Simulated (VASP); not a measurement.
Here is a VASP 6.6.1 calculation.

File INCAR:

```
SYSTEM = Sn
PREC     = Accurate       ! precision mode
ENCUT    = 500            ! plane-wave cutoff, eV
EDIFF    = 1E-7           ! SCF threshold, eV
ISMEAR   = 0              ! smearing method
SIGMA    = 0.1            ! smearing width, eV
LREAL    = .FALSE.        ! projectors in reciprocal space
LASPH    = .TRUE.         ! aspherical terms in the spheres
NELM     = 120            ! most SCF steps
ALGO     = Normal         ! electronic algorithm
ISIF     = 3              ! what is computed and relaxed
LWAVE    = .FALSE.        ! write WAVECAR
LCHARG   = .FALSE.        ! write CHGCAR
GGA      = PE             ! functional
IBRION   = 2              ! ionic algorithm
NSW      = 80             ! ionic steps
EDIFFG   = -0.05          ! ionic threshold
GGA_COMPAT= .FALSE.      
NELMIN   = 4
```

The input KPOINTS:

```
regular mesh
0
G
  8 8 8
  0 0 0
```

The input POSCAR:

```
Sn
1.0
    0.0000000000      1.9166499790      1.9166499790
    1.9166499790      0.0000000000      1.9166499790
    1.9166499790      1.9166499790      0.0000000000
Sn
1
Direct
    0.0000000000      0.0000000000      0.0000000000
```

Potentials or basis: VASP PAW PBE potentials, release 64 (Sn_d).

The run is started by

```bash
$ cat potpaw_PBE.64/Sn_d/POTCAR > POTCAR
$ mpirun -np 1 vasp_std > vasp.out
```

Question: What does it give for the band gap on the k mesh?

Answer: Zero (band 7 reaches 15.56 eV, above the bottom of band 8 at 6.25 eV).

Question: Predict the relaxed volume.

Answer: 27.56 Å³/atom.

Question: Estimate the relaxed cell.

Answer: a = 3.391 Å, b = 3.391 Å, c = 3.391 Å, α = 60.00°, β = 60.00°, γ = 60.00°.

Question: Estimate the space group after relaxing (to 0.05 Å).

Answer: Fm-3m (No. 225).

Final structure:
```cif
data_structure
_symmetry_space_group_name_H-M 'P 1'
_symmetry_Int_Tables_number 1
_cell_length_a 3.3905
_cell_length_b 3.3905
_cell_length_c 3.3905
_cell_angle_alpha 60.000
_cell_angle_beta 60.000
_cell_angle_gamma 60.000
_cell_volume 27.56
loop_
_atom_site_label
_atom_site_type_symbol
_atom_site_fract_x
_atom_site_fract_y
_atom_site_fract_z
_atom_site_occupancy
Sn1 Sn 0.00000 0.00000 0.00000 1
```

Caveat: the volume moved by over 15 % at a fixed basis, so the end points are rough; spin-orbit coupling is left out, which moves the levels of the heavy elements.
